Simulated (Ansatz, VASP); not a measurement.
## Two plane-wave programs on BN

```
CELL_PARAMETERS angstrom
1.25210 0.72290 3.48153
-1.25210 0.72290 3.48153
0.00000 -1.44580 3.48153
ATOMIC_POSITIONS crystal
B 0.99962 0.99962 0.99962
N 0.33281 0.33281 0.33281
```

Alike in both runs: functional PBEsol; k mesh 12 × 12 × 12; occupations gaussian, width 0.02 eV; no spin polarisation.

Ansatz relaxed the structure, and its values are those at the end. VASP's run is a single point on that final structure, the one shown.

|  | VASP | Ansatz |
| --- | --- | --- |
| version | VASP 6.6.1 | Ansatz 0.2.0 |
| potentials or method | VASP PAW PBE potentials, release 64 (B, N), cutoff 520 eV | scalar-relativistic, plane waves, PAW |
| valence electrons in the cell | 8 | 8 |

```csv
,VASP,Ansatz,Ansatz less VASP
gap on the k mesh at the Fermi level (eV),4.23,4.24,+0.010
least direct gap on the mesh (eV),4.63,4.63,+0.007
pressure (GPa),0.3,0.0,-0.28
```

VASP's potentials were made for PBE, not for PBEsol. The functional is the same, so the differences come from potentials, cutoffs and numerics.
